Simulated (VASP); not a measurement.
# BiTe (I4/mmm) in VASP: a series of runs

Runs on BiTe. Level: PBEsol. Tasks: single point.

Everything below comes from runs of VASP 6.6.1. Logs are shortened: lines on timing, memory, paths and dates and some standing lists are left out, and cuts for length are marked.

### Step 1. The cell of the first run

The structure is tetragonal, space group I4/mmm (No. 139). Conventional cell: a = 4.657 Å, b = 4.657 Å, c = 6.279 Å, α = 90.00°, β = 90.00°, γ = 90.00°. Bi (site symmetry 4/mmm) has 6 Te at 3.14 to 3.29 Å within 4.1 Å. Te (site symmetry 4/mmm) has 6 Bi at 3.14 to 3.29 Å within 4.1 Å.

### Step 2. Single point, PBEsol (biaxial strain in the a-b plane: +3.0 %)

INCAR

```
SYSTEM = BiTe
ALGO = Normal
EDIFF = 1E-6
ENCUT = 520
GGA = PS
ISIF = 2
ISMEAR = 0
LASPH = .TRUE.
LCHARG = .TRUE.
LELF = .TRUE.
LREAL = .FALSE.
LVHAR = .TRUE.
LWAVE = .FALSE.
NBANDS = 29
NELM = 60
PREC = Accurate
SIGMA = 0.1
```

KPOINTS

```
k-points
0
G
  12 12 8
  0 0 0
```

POSCAR

```
BiTe
1.0
    3.2930684469      3.2930684469      0.0000000000
   -3.2930684469      3.2930684469      0.0000000000
    0.0000000000      0.0000000000      6.2792101260
Bi Te
2 2
Direct
    0.0000000000      0.0000000000      0.0000000000
    0.5000000000      0.5000000000      0.5000000000
    0.5000000000      0.5000000000      0.0000000000
    0.0000000000      0.0000000000      0.5000000000
```

Potentials or basis: VASP PAW PBE potentials, release 64 (Bi_d, Te).

On the command line:

```
cat potpaw_PBE.64/Bi_d/POTCAR potpaw_PBE.64/Te/POTCAR > POTCAR
mpirun -np 1 vasp_std > vasp.out
```

OUTCAR:

```text
SYSTEM = BiTe
   EDIFF = 1E-6
   ENCUT = 520
   GGA = PS
   ISIF = 2
   ISMEAR = 0
   LASPH = .TRUE.
   LREAL = .FALSE.
   NELM = 60
   PREC = Accurate

 ion  position               nearest neighbor table
   1  0.000  0.000  0.000-   4 3.14   4 3.14   3 3.29   3 3.29   3 3.29   3 3.29
   2  0.500  0.500  0.500-   3 3.14   3 3.14   4 3.29   4 3.29   4 3.29   4 3.29
   3  0.500  0.500  0.000-   2 3.14   2 3.14   1 3.29   1 3.29   1 3.29   1 3.29
   4  0.000  0.000  0.500-   1 3.14   1 3.14   2 3.29   2 3.29   2 3.29   2 3.29

  LATTYP: Found a simple tetragonal cell.
 ALAT       =     4.6571020594
 C/A-ratio  =     1.3483084643

  Lattice vectors:

 A1 = (   3.2930684469,   3.2930684469,   0.0000000000)
 A2 = (  -3.2930684469,   3.2930684469,   0.0000000000)
 A3 = (   0.0000000000,   0.0000000000,   6.2792101260)

Analysis of symmetry for initial positions (statically):
=====================================================================
 Subroutine PRICEL returns following result:

  LATTYP: Found a body centered tetragonal cell.
 ALAT       =     4.6571020594
 C/A-ratio  =     1.3483084643

  Lattice vectors:

 A1 = (   0.0000000000,  -3.2930684469,  -3.1396050630)
 A2 = (   0.0000000000,   3.2930684469,  -3.1396050630)
 A3 = (   3.2930684469,   0.0000000000,   3.1396050630)

   2 primitive cells build up your supercell.

 Routine SETGRP: Setting up the symmetry group for a
 simple tetragonal supercell.

 Subroutine GETGRP returns: Found 16 space group operations
 (whereof 16 operations were pure point group operations)
 out of a pool of 16 trial point group operations.

The static configuration has the point symmetry D_4h.

Analysis of symmetry for dynamics (positions and initial velocities):
=====================================================================
 Subroutine PRICEL returns following result:

  LATTYP: Found a body centered tetragonal cell.
 ALAT       =     4.6571020594
 C/A-ratio  =     1.3483084643

  Lattice vectors:

 A1 = (   0.0000000000,  -3.2930684469,  -3.1396050630)
 A2 = (   0.0000000000,   3.2930684469,  -3.1396050630)
 A3 = (   3.2930684469,   0.0000000000,   3.1396050630)

   2 primitive cells build up your supercell.

 Routine SETGRP: Setting up the symmetry group for a
 simple tetragonal supercell.

 Subroutine GETGRP returns: Found 16 space group operations
 (whereof 16 operations were pure point group operations)
 out of a pool of 16 trial point group operations.

The dynamic configuration has the point symmetry D_4h.

 Subroutine INISYM returns: Found 16 space group operations
 (whereof 16 operations are pure point group operations),
 and found     2 'primitive' translations

----------------------------------------------------------------------------------------

                                     Primitive cell

  volume of cell :      68.0936

  direct lattice vectors                    reciprocal lattice vectors
     0.000000000 -3.293068447 -3.139605063     0.151834075 -0.151834075 -0.159255699
     0.000000000  3.293068447 -3.139605063     0.151834075  0.151834075 -0.159255699
     3.293068447  0.000000000  3.139605063     0.303668149  0.000000000  0.000000000

  length of vectors
     4.549881289  4.549881289  4.549881289     0.267337895  0.267337895  0.303668149

  position of ions in fractional coordinates (direct lattice)
     0.000000000  0.000000000  0.000000000
     0.500000000  0.500000000  0.000000000

  ion indices of the primitive-cell ions
   primitive index   ion index
                 1           1
                 2           4

----------------------------------------------------------------------------------------

 KPOINTS: k-points

Automatic generation of k-mesh.
 Grid dimensions read from file:
 generate k-points for:   12   12    8

 Generating k-lattice:

  Cartesian coordinates                     Fractional coordinates (reciprocal lattice)
     0.012652840  0.012652840  0.000000000     0.083333333  0.000000000  0.000000000
    -0.012652840  0.012652840  0.000000000     0.000000000  0.083333333  0.000000000
     0.000000000  0.000000000  0.019906962     0.000000000  0.000000000  0.125000000

  Length of vectors
     0.017893817  0.017893817  0.019906962

  Shift w.r.t. Gamma in fractional coordinates (k-lattice)
     0.000000000  0.000000000  0.000000000

 Subroutine IBZKPT returns following result:
 ===========================================

 Found    140 irreducible k-points:

 Following reciprocal coordinates:
            Coordinates               Weight
  0.000000  0.000000  0.000000      1.000000
  0.083333  0.000000  0.000000      4.000000
  0.166667  0.000000  0.000000      4.000000
  0.250000  0.000000  0.000000      4.000000
  0.333333  0.000000  0.000000      4.000000
  0.416667  0.000000  0.000000      4.000000
[... 16 lines left out ...]
  0.333333  0.333333  0.000000      4.000000
  0.416667  0.333333  0.000000      8.000000
 [... further k-points ...]
   k-points           NKPTS =    140   k-points in BZ     NKDIM =    140   number of bands    NBANDS=     29
   number of dos      NEDOS =    301   number of ions     NIONS =      4
   total plane-waves  NPLWV =  62208
   dimension x,y,z NGX =    36 NGY =   36 NGZ =   48
   dimension x,y,z NGXF=    72 NGYF=   72 NGZF=   96
   ions per type =               2   2
   NGX,Y,Z   is equivalent  to a cutoff of  12.85, 12.85, 12.71 a.u.
   NGXF,Y,Z  is equivalent  to a cutoff of  25.70, 25.70, 25.42 a.u.
 SYSTEM =  BiTe
   PREC   = accura    normal or accurate (medium, high low for compatibility)
   ISTART =      0    job   : 0-new  1-cont  2-samecut
   ICHARG =      2    charge: 1-file 2-atom 10-const
   ISPIN  =      1    spin polarized calculation?
   LNONCOLLINEAR =      F non collinear calculations
   LSORBIT =      F    spin-orbit coupling
   LASPH  =      T    aspherical Exc in radial PAW
   ENCUT  =  520.0 eV  38.22 Ry    6.18 a.u.   8.66  8.66 11.68*2*pi/ulx,y,z
   NELM   =     60;   NELMIN=  2; NELMDL= -5     # of ELM steps
   EDIFF  = 0.1E-05   stopping-criterion for ELM
   LREAL  =      F    real-space projection
   EDIFFG = 0.1E-04   stopping-criterion for IOM
   NSW    =      0    number of steps for IOM
   IBRION =     -1    ionic relax: 0-MD 1-quasi-New 2-CG
   NFREE  =      0    steps in history (QN), initial steepest desc. (CG)
   ISIF   =      2    stress and relaxation
   ISYM   =      2    0-nonsym 1-usesym 2-fastsym
   POTIM  = 0.5000    time-step for ionic-motion
   TEBEG  =    0.0;   TEEND  =   0.0 temperature during run
   PSTRESS=    0.0 pullay stress
   NELECT =      42.0000    total number of electrons
   NUPDOWN=      -1.0000    fix difference up-down
   EMIN   =  10.00;   EMAX   =-10.00  energy-range for DOS
   EFERMI =   0.00;   METHOD = LEGACY
   ISMEAR =     0;   SIGMA  =   0.10  broadening in eV -4-tet -1-fermi 0-gaus
   EFERMI_NEDOS =   21; number of points for ismear=-14 and -15
   IALGO  =     38    algorithm
   IMIX   =      4    mixing-type and parameters
     AMIX     =   0.40;   BMIX     =  1.00
     AMIX_MAG =   1.60;   BMIX_MAG =  1.00
  volume/ion in A,a.u.               =      34.05       229.76
  Fermi-wavevector in a.u.,A,eV,Ry     =   1.106061  2.090152 16.644973  1.223371
  Thomas-Fermi vector in A             =   2.242557
   LORBIT       =      0    0 simple, 1 ext, 2 COOP (PROOUT), +10 PAW based schemes
   GGA     = PS    functional components
   LHFCALC =     F    Hartree Fock is set to
   AEXX    =    0.0000 exact exchange contribution
   IVDW    =     0    specifies the selected vdW correction
   LEPSILON=     F    determine dielectric tensor
   LRPA    =     F    only Hartree local field effects (RPA)
 non-spin polarized calculation
 Gauss-broadening in eV      SIGMA  =   0.10
  energy-cutoff  :      520.00
  volume of cell :      136.19
 maximum number of plane-waves:      3707
 NGX is ok and might be reduce to    36
   NGX = 17   NGY = 17   NGZ = 23

 number of electron      41.9999976 magnetization

 Free energy of the ion-electron system (eV)
  ---------------------------------------------------
  ext. energy  EPLUGINS =         0.00000000
  ---------------------------------------------------
  free energy    TOTEN  =       -15.89601432 eV

  energy without entropy =      -15.88216576  energy(sigma->0) =      -15.88909004

 E-fermi :   6.3889     XC(G=0):  -9.5661

 val. band max:        6.3887212636   @ k =   0.3333   0.0000   0.3750
 cond. band min:       6.3912794488   @ k =   0.3333   0.0833   0.3750
 fundamental gap:      0.0025581852
 Fermi energy:         6.3888554840

 k-point     1 :       0.0000    0.0000    0.0000
  band No.  band energies     occupation
      1     -16.6723      2.00000
      2     -16.6563      2.00000
      3     -16.6437      2.00000
      4     -16.6437      2.00000
      5     -16.6322      2.00000
      6     -16.6322      2.00000
[... 21 lines left out ...]
     28      10.9588      0.00000
     29      11.3109      0.00000

 k-point     2 :       0.0833    0.0000    0.0000
  band No.  band energies     occupation
      1     -16.6718      2.00000
      2     -16.6563      2.00000
      3     -16.6436      2.00000
      4     -16.6435      2.00000
      5     -16.6325      2.00000
      6     -16.6324      2.00000
[... 21 lines left out ...]
     28      10.9989      0.00000
     29      11.4677      0.00000

 k-point     3 :       0.1667    0.0000    0.0000
  band No.  band energies     occupation
      1     -16.6705      2.00000
      2     -16.6567      2.00000
      3     -16.6433      2.00000
      4     -16.6429      2.00000
      5     -16.6334      2.00000
      6     -16.6329      2.00000
[... 21 lines left out ...]
     28      11.1192      0.00000
     29      11.5655      0.00000

 k-point     4 :       0.2500    0.0000    0.0000
  band No.  band energies     occupation
      1     -16.6686      2.00000
      2     -16.6573      2.00000
      3     -16.6428      2.00000
      4     -16.6419      2.00000
      5     -16.6347      2.00000
      6     -16.6338      2.00000
[... 597 lines left out ...]
     28      10.6190      0.00000
     29      14.0792      0.00000

 k-point    23 :       0.3333    0.3333    0.0000
  band No.  band energies     occupation
      1     -16.6637      2.00000
      2     -16.6599      2.00000
      3     -16.6461      2.00000
      4     -16.6433      2.00000
      5     -16.6348      2.00000
      6     -16.6329      2.00000
[... 21 lines left out ...]
     28      11.0432      0.00000
     29      12.7846      0.00000

 k-point    24 :       0.4167    0.3333    0.0000
  band No.  band energies     occupation
      1     -16.6628      2.00000
      2     -16.6608      2.00000
      3     -16.6462      2.00000
      4     -16.6447      2.00000
      5     -16.6335      2.00000
      6     -16.6331      2.00000
[... 21 lines left out ...]
     28      10.8324      0.00000
     29      13.6613      0.00000

 [... further k-points ...]

------------------------ aborting loop because EDIFF is reached ----------------------------------------

  FORCE on cell =-STRESS in cart. coord.  units (eV):
  Direction    XX          YY          ZZ          XY          YZ          ZX
  --------------------------------------------------------------------------------------
  -------------------------------------------------------------------------------------
  Total       -2.7597554     -2.7597554      1.0032139      0.0000000      0.0000000      0.0000000
  in kB      -32.4671859    -32.4671859     11.8023259      0.0000000      0.0000000      0.0000000
  external PRESSURE =     -17.7106820 kB  Pullay stress =       0.0000000 kB

 VOLUME and BASIS-vectors are now :
 -----------------------------------------------------------------------------
  energy-cutoff  :      520.00
  volume of cell :      136.19
      direct lattice vectors                 reciprocal lattice vectors
     3.293068447  3.293068447  0.000000000     0.151834075  0.151834075  0.000000000
    -3.293068447  3.293068447  0.000000000    -0.151834075  0.151834075  0.000000000
     0.000000000  0.000000000  6.279210126     0.000000000  0.000000000  0.159255699

 POSITION                                       TOTAL-FORCE (eV/Angst)
 -----------------------------------------------------------------------------------
      0.00000      0.00000      0.00000         0.000000     -0.000000      0.000000
      0.00000      3.29307      3.13961        -0.000000      0.000000     -0.000000
      0.00000      3.29307      0.00000         0.000000      0.000000      0.000000
      0.00000      0.00000      3.13961         0.000000      0.000000      0.000000
 -----------------------------------------------------------------------------------
    total drift:                               -0.000000      0.000000      0.000000

  FREE ENERGIE OF THE ION-ELECTRON SYSTEM (eV)
  ---------------------------------------------------
  free  energy   TOTEN  =       -15.8960143205 eV

  energy  without entropy=      -15.8821657599  energy(sigma->0) =      -15.88909004
```

It took 2.8 min on 1 thread of Intel Xeon 6975P-C (Granite Rapids), shared host; peak memory 0.57 GiB.

Results:

* Free energy: -15.8960 eV
* Pressure: -1.8 GPa
* Band gap on the k mesh: zero (bands 21 and 22 overlap by 3.38 eV)

Caveat: the cell differs from its parent crystal (biaxial strain in the a-b plane: +3.0 %); the PAW data sets were made with another functional, which shifts forces and pressure a little; spin-orbit coupling is left out, which moves the levels of the heavy elements.

### Step 3. Single point, PBEsol (biaxial strain in the a-b plane: +3.0 %, then relaxed in part)

INCAR

```
PREC = Accurate
ENCUT = 520
EDIFF = 1E-7
ISMEAR = 0
SIGMA = 0.1
LREAL = False
LASPH = True
NELM = 80
ALGO = Normal
ISIF = 2
LWAVE = False
LCHARG = False
GGA = PS
NBANDS = 29
```

KPOINTS

```
regular mesh
0
Gamma
  12 12 8
```

Edit POSCAR of step 2 so:

```diff
@@ -4,3 +4,3 @@
    -3.2930684469      3.2930684469      0.0000000000
-    0.0000000000      0.0000000000      6.2792101260
+    0.0000000000      0.0000000000      6.3395198617
 Bi Te
```

Potentials or basis: VASP PAW PBE potentials, release 64 (Bi_d, Te).

On the command line:

```
cat potpaw_PBE.64/Bi_d/POTCAR potpaw_PBE.64/Te/POTCAR > POTCAR
mpirun -np 1 vasp_std > vasp.out
```

It took 3.3 min on 1 thread of Intel Xeon 6975P-C (Granite Rapids), shared host; peak memory 0.58 GiB.

Results (log left out):

| Quantity | Value |
| --- | --- |
| Free energy | -15.9010 eV |
| Pressure | -2.3 GPa |
| Band gap on the k mesh | zero (bands 21 and 22 overlap by 3.38 eV) |

Stress tensor (GPa, compression positive):
```
-3.44  0.00  0.00
 0.00 -3.44  0.00
 0.00  0.00 -0.02
```

Levels at points of the mesh, in eV from the Fermi level:
```
           k point  band 19  band 20  band 21  band 22  band 23  band 24
(0.00, 0.00, 0.00)    -2.29    -2.29     1.86     1.86     2.21     2.75
(0.50, 0.00, 0.00)    -2.20    -2.20     0.03     0.03     0.05     0.05
(0.50, 0.50, 0.00)    -3.65    -3.65     2.29     2.29     3.15     3.15
(0.00, 0.00, 0.50)    -2.46    -2.46     0.82     0.82     2.48     2.48
(0.50, 0.00, 0.50)    -1.52    -1.52    -0.86    -0.86    -0.63    -0.63
(0.50, 0.50, 0.50)    -1.41    -1.41    -0.13    -0.13     3.65     3.65
```

Caveat: the cell differs from its parent crystal (biaxial strain in the a-b plane: +3.0 %, then relaxed in part); the PAW data sets were made with another functional, which shifts forces and pressure a little; spin-orbit coupling is left out, which moves the levels of the heavy elements.

(Continued in part 2 of 2.)
